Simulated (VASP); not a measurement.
**Si5Ge: single point with PBE**

The system is Si5Ge.

```xyz
6
Lattice="4.7352 0.0000 0.0000 -2.3676 4.1008 0.0000 0.0000 0.0000 7.7661" Properties=species:S:1:pos:R:3 pbc="T T T"
Si    2.3676    0.0000    3.8830
Si   -1.1838    2.0504    3.8830
Si    1.1838    2.0504    3.8830
Si    0.0000    0.0000    5.3309
Si    0.0000    0.0000    2.4351
Ge    0.0000    0.0000    0.0000
```

The cell was generated, and may not be a known phase.

- Program: VASP 6.6.1
- Task: single point
- Functional: PBE
- Potentials or basis: VASP PAW PBE potentials, release 64 (Si, Ge_d)
- Cutoff: 500 eV
- k mesh: 4 × 4 × 3
- Occupations: gaussian, width 0.2 eV
- Spin: no spin polarisation

```json
{
  "Pressure": "0.2 GPa",
  "Largest force": "0.009 eV/Å",
  "Band gap on the k mesh": "zero (bands 17 and 18 overlap by 0.64 eV)"
}
```

Forces on the atoms (eV/Å):
```
Si   0.000  0.000  0.000
Si   0.000  0.000  0.000
Si   0.000  0.000  0.000
Si   0.000  0.000  0.009
Si   0.000  0.000 -0.009
Ge   0.000  0.000  0.000
```

Stress tensor (GPa, compression positive):
```
 0.41  0.00  0.00
 0.00  0.41  0.00
 0.00  0.00 -0.28
```

Levels at points of the mesh, in eV from the Fermi level:
| k point | band 14 | band 15 | band 16 | band 17 | band 18 | band 19 | band 20 | band 21 |
| --- | --- | --- | --- | --- | --- | --- | --- | --- |
| (0.00, 0.00, 0.00) | -4.41 | -2.91 | -0.37 | -0.20 | -0.20 | 0.63 | 0.63 | 1.76 |
| (0.50, 0.00, 0.00) | -1.61 | -1.36 | -0.69 | 0.12 | 0.35 | 0.47 | 0.52 | 1.45 |

Run time: 38 s on 1 thread of Intel Xeon 8259CL, on a shared host, peak memory 0.25 GiB.

Caveat: the k points lie up to 0.38 Å⁻¹ apart, too coarse for converged energies and pressures of a metal; semilocal functionals underestimate gaps, and a narrow one can read as zero.
